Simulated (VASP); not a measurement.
Wanted: the native input for a VASP 6.6.1 run.

* Task: single point
* Functional: PBEsol
* Potentials or basis: VASP PAW PBE potentials, release 64 (Au)
* Cutoff: 520 eV
* k mesh: 8 × 8 × 5
* Occupations: fermi-dirac, width 0.05 eV
* Spin: no spin polarisation
* Dipole correction: no
* Further INCAR settings: ALGO = Fast; EDIFF = 1e-06; NBANDS = 18

The structure of Au lies in POSCAR:

```
Au
1.0
    2.8154890579      0.0000000000      0.0000000000
   -0.0129553469      2.8201795887      0.0000000000
   -1.1378916452     -1.1854109603      4.7270534720
Au
2
Direct
    0.6728620000      0.6659620000      0.2740550000
    0.3271380000      0.3340380000      0.7259450000
```

One way to write it, as run:

INCAR

```
PREC = Accurate
ENCUT = 520
EDIFF = 1E-6
ISMEAR = -1
SIGMA = 0.05
LREAL = F
LASPH = T
NELM = 60
ALGO = Fast
ISIF = 2
LWAVE = F
LCHARG = F
GGA = PS
NBANDS = 18
```

KPOINTS

```
Automatic mesh
0
Gamma
  8 8 5
```

Potentials or basis: VASP PAW PBE potentials, release 64 (Au).

Command:

```console
$ cat potpaw_PBE.64/Au/POTCAR > POTCAR
$ mpirun -np 1 vasp_std > vasp.out
```

It gave:

| Property | Result |
| --- | --- |
| Pressure | -3.1 GPa |
| Largest force | 0.398 eV/Å |
| Band gap on the k mesh | zero (bands 11 and 12 overlap by 4.77 eV) |

Caveat: the stress differs along the axes, from -6 to 4 GPa; the PAW data sets were made with another functional, which shifts forces and pressure a little; spin-orbit coupling is left out, which moves the levels of the heavy elements.

Run time: 2.3 min on 1 thread of Intel Xeon 8259CL, with other jobs on the host, peak memory 0.22 GiB.
